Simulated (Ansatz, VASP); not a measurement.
**InAs in VASP and in Ansatz**

INCAR

```
PREC = Accurate
ENCUT = 520
EDIFF = 1E-7
ISMEAR = 0
SIGMA = 0.05
LREAL = False
LASPH = True
NELM = 80
ALGO = Normal
ISIF = 2
LWAVE = False
LCHARG = True
GGA = PE
LELF = True
LVHAR = True
NBANDS = 16
```

File KPOINTS:

```
Automatic mesh
0
Gamma
  6 6 6
```

The input POSCAR:

```
InAs
1.0
    0.0000000000      3.0944167663      3.0944167663
    3.0944167663      0.0000000000      3.0944167663
    3.0944167663      3.0944167663      0.0000000000
In As
1 1
Direct
    0.0000000000      0.0000000000      0.0000000000
    0.7500000000      0.7500000000      0.7500000000
```

Input for Ansatz:

```yaml
crystal:
  lattice:
    - [0.0, 3.0944167663, 3.0944167663]
    - [3.0944167663, 0.0, 3.0944167663]
    - [3.0944167663, 3.0944167663, 0.0]
  atoms:
    - { symbol: In, position: [0.0, 0.0, 0.0] }
    - { symbol: As, position: [0.75, 0.75, 0.75] }
basis:
  ecutwfc: 420
  ecutrho_ratio: 4
kpoints:
  mp_grid: { grid: [6, 6, 6] }
hamiltonian:
  xc: pbe
scf:
  occupations: { method: gaussian, width: 0.05 }
output:
  forces: true
  stress: true
  eigenvalues: true
```

Alike in both runs: task single point; functional PBE; k mesh 6 × 6 × 6; occupations gaussian, width 0.05 eV; no spin polarisation.

```csv
,VASP,Ansatz
version,VASP 6.6.1,Ansatz 0.2.0
potentials or method,"VASP PAW PBE potentials, release 64 (In_d, As), cutoff 520 eV","scalar-relativistic, plane waves, PAW"
valence electrons in the cell,18,28
```

```tsv
	VASP	Ansatz	Ansatz less VASP
gap on the k mesh at the Fermi level (eV)	none	none	-
pressure (GPa)	0.1	0.0	-0.05
```

A gap of «none» marks a metal or a gap that the smearing closes. VASP's potentials hold 18 valence electrons a cell and Ansatz's 28, so a difference there can come from the potentials and not from the codes.
